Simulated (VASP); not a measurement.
Write the native input for VASP 6.6.1 that does the following.

```
Task                   : single point
Functional             : PBEsol
Potentials or basis    : VASP PAW PBE potentials, release 64 (Ta_pv, N)
Cutoff                 : 520 eV
k mesh                 : 10 × 10 × 9
Occupations            : fermi-dirac, width 0.05 eV
Spin                   : no spin polarisation
Dipole correction      : no
Further INCAR settings : ALGO = Normal; EDIFF = 1e-06; NBANDS = 15
```

The structure of TaN lies in POSCAR:

```
TaN
1.0
    2.8982924298      0.0000000000      0.0000000000
   -1.4491462149      2.5099948717      0.0000000000
    0.0000000000      0.0000000000      2.8440357641
Ta N
1 1
Direct
    0.0000000000      0.0000000000      0.5000000000
    0.6666666667      0.3333333333      0.0000000000
```

This cell differs from its parent crystal: volume scaled by 0.96.

The input as run:

INCAR

```
SYSTEM = TaN
PREC = Accurate ; ENCUT = 520
EDIFF = 1E-6 ; ISMEAR = -1
SIGMA = 0.05 ; LREAL = .FALSE.
LASPH = .TRUE. ; NELM = 100
ALGO = Normal ; ISIF = 2
LWAVE = .FALSE. ; LCHARG = .FALSE.
GGA = PS ; NBANDS = 15
```

KPOINTS

```
Automatic mesh
0
G
  10 10 9
  0 0 0
```

Potentials or basis: VASP PAW PBE potentials, release 64 (Ta_pv, N).

The run is started by

```bash
$ cat potpaw_PBE.64/Ta_pv/POTCAR potpaw_PBE.64/N/POTCAR > POTCAR
$ mpirun -np 1 vasp_std > vasp.out
```

Results of the run:

```json
{"Pressure": "11.4 GPa", "Band gap on the k mesh": "zero (band 8 reaches 8.73 eV, above the bottom of band 9 at 8.43 eV)"}
```

Caveat: the PAW data sets were made with another functional, which shifts forces and pressure a little; spin-orbit coupling is left out, which moves the levels of the heavy elements.

Run time: 9.9 s on 1 thread of Intel(R) Xeon(R) Platinum 8488C (Sapphire Rapids), on a shared host, peak memory 0.15 GiB.
